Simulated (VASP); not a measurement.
Here is a VASP 6.6.1 calculation.

File INCAR:

```
SYSTEM = TePb
  ALGO = Normal
  EDIFF = 1E-6
  EDIFFG = -0.005
  ENCUT = 600
  IBRION = 2
  ISIF = 3
  ISMEAR = -1
  LASPH = .TRUE.
  LCHARG = .FALSE.
  LREAL = .FALSE.
  LWAVE = .FALSE.
  NELM = 80
  NSW = 80
  PREC = Accurate
  SIGMA = 0.02
```

The input KPOINTS:

```
k-points
0
G
  6 6 6
  0 0 0
```

File POSCAR:

```
TePb
1.0
    0.0000000000      3.6654225781      3.6654225781
    3.6654225781      0.0000000000      3.6654225781
    3.6654225781      3.6654225781      0.0000000000
Pb Te
1 1
Direct
    0.0000000000      0.0000000000      0.0000000000
    0.2500000000      0.2500000000      0.2500000000
```

Potentials or basis: VASP PAW LDA potentials, release 64 (Pb_d, Te).

Launch:

```console
$ cat potpaw_LDA.64/Pb_d/POTCAR potpaw_LDA.64/Te/POTCAR > POTCAR
$ mpirun -np 1 vasp_std > vasp.out
```

Question: Estimate the band gap on the k mesh.

Answer: 0.48 eV, indirect (least direct gap 1.01 eV).

Question: Estimate the relaxed volume.

Answer: 45.33 Å³/atom.

Question: Estimate the space group after relaxing (to 0.05 Å).

Answer: F-43m (No. 216).

Final structure:
```xyz
2
Lattice="0.0000 3.5657 3.5657 3.5657 0.0000 3.5657 3.5657 3.5657 0.0000" Properties=species:S:1:pos:R:3 pbc="T T T"
Pb    0.0000    0.0000    0.0000
Te    1.7828    1.7828    1.7828
```

Caveat: spin-orbit coupling is left out, which moves the levels of the heavy elements. A k mesh can miss the band edges.
